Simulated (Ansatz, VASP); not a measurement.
## Ta: VASP beside Ansatz

```xyz
1
Lattice="-1.7338 1.7338 1.6513 1.7338 -1.7338 1.6513 1.5687 1.5687 -1.6513" Properties=species:S:1:pos:R:3 pbc="T T T"
Ta    0.0000    0.0000    0.0000
```

Change from the starting cell: strain -0.1000 x Voigt [0, 0, 0, 0, 0, 1], atoms carried along.

Alike in both runs: task single point; functional r2SCAN; k mesh 20 × 20 × 20; occupations gaussian, width 0.15 eV; no spin polarisation.

|  | VASP | Ansatz |
| --- | --- | --- |
| version | VASP 6.6.1 | Ansatz 0.2.0 |
| potentials or method | VASP PAW PBE potentials, release 64 (Ta_pv), cutoff 520 eV | scalar-relativistic, plane waves, PAW |
| valence electrons in the cell | 11 | 13 |

```csv
,VASP,Ansatz,Ansatz less VASP
gap on the k mesh at the Fermi level (eV),none,none,-
pressure (GPa),2.2,1.6,-0.68
"traceless stress, the component that is largest in VASP (GPa)",6.32,6.29,-0.031
```

VASP's potentials were made for PBE, not for r2SCAN. A gap of «none» marks a metal or a gap that the smearing closes. VASP's potentials hold 11 valence electrons a cell and Ansatz's 13, so a difference there can come from the potentials and not from the codes.

Spin-orbit coupling is off throughout.
